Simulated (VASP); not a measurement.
Wanted: the native input for a VASP 6.6.1 run.

```
Task                   : single point
Functional             : RPBE
Potentials or basis    : VASP PAW PBE potentials, release 64 (Si, O)
Cutoff                 : 520 eV
k mesh                 : 6 × 6 × 8
Occupations            : gaussian, width 0.02 eV
Spin                   : no spin polarisation
Dipole correction      : no
Further INCAR settings : ALGO = Normal; EDIFF = 1e-06; NBANDS = 25
```

The structure of SiO2 lies in POSCAR:

```
SiO2
1.0
    4.2734244954      0.0000000000      0.0000000000
    0.0000000000      4.2734244954      0.0000000000
    0.0000000000      0.0000000000      2.6990254228
Si O
2 4
Direct
    0.0000000000      0.0000000000      0.0000000000
    0.5000000000      0.5000000000      0.5000000000
    0.3077764674      0.3077764674      0.0000000000
    0.1922235326      0.8077764674      0.5000000000
    0.6922235326      0.6922235326      0.0000000000
    0.8077764674      0.1922235326      0.5000000000
```

One way to write it, as run:

INCAR

```
SYSTEM = SiO2
PREC = Accurate ; ENCUT = 520
EDIFF = 1E-6 ; ISMEAR = 0
SIGMA = 0.02 ; LREAL = .False.
LASPH = .True. ; NELM = 80
ALGO = Normal ; ISIF = 2
LWAVE = .False. ; LCHARG = .True.
GGA = RP ; LELF = .True.
LVHAR = .True. ; NBANDS = 25
```

KPOINTS

```
Automatic mesh
0
Gamma
  6 6 8
  0 0 0
```

Potentials or basis: VASP PAW PBE potentials, release 64 (Si, O).

The run is started by

```console
$ cat potpaw_PBE.64/Si/POTCAR potpaw_PBE.64/O/POTCAR > POTCAR
$ mpirun -np 1 vasp_std > vasp.out
```

Results of the run:

```
Pressure               : -0.5 GPa
Largest force          : 0.007 eV/Å
Band gap on the k mesh : 4.81 eV
```

Caveat: the PAW data sets were made with another functional, which shifts forces and pressure a little.

Wall time 26 s on 1 thread of AMD EPYC 9R45 96-Core Processor (Zen 5) (shared host), peak memory 0.15 GiB.
